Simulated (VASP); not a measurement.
Runs of VASP 6.6.1 on YAl2N3. The structure is that of space group I4/mmm (No. 139), or close to it. The cells are those of the table. 

| level | cell | k mesh | smearing | gap on the mesh (eV) | pressure (GPa) | largest force (eV/Å) |
| --- | --- | --- | --- | --- | --- | --- |
| PBE | a = 6.781 Å, angles 152.5, 152.5, 39.3°, 6 atoms | 10 × 10 × 10 | fermi-dirac 0.02 eV | 0.94 | -0.3 | 0.02 |
| PBE | a = 6.751 Å, angles 152.5, 152.5, 39.2°, 6 atoms | 12 × 12 × 12 | fermi-dirac 0.02 eV | (b) | 3.2 | (a) |
| r2SCAN | a = 6.751 Å, angles 152.5, 152.5, 39.2°, 6 atoms | 10 × 10 × 10 | fermi-dirac 0.02 eV | 1.36 | -0.3 | 0.03 |
| r2SCAN | a = 6.751 Å, angles 152.5, 152.5, 39.2°, 6 atoms | 12 × 12 × 12 | gaussian 0.01 eV | 1.36 | -0.3 | 0.03 |

Alike in all rows: task single point; potentials or basis VASP PAW PBE potentials, release 64 (Y_sv, N, Al); no spin polarisation; cutoff (eV) 520.

Q: Fill in the values left out.

A: (a) 0.17; (b) 0.90.

Caveats: the PAW data sets were made with another functional, which shifts forces and pressure a little (some runs).

A k mesh can miss the band edges, and the runs leave out spin-orbit coupling on Y.
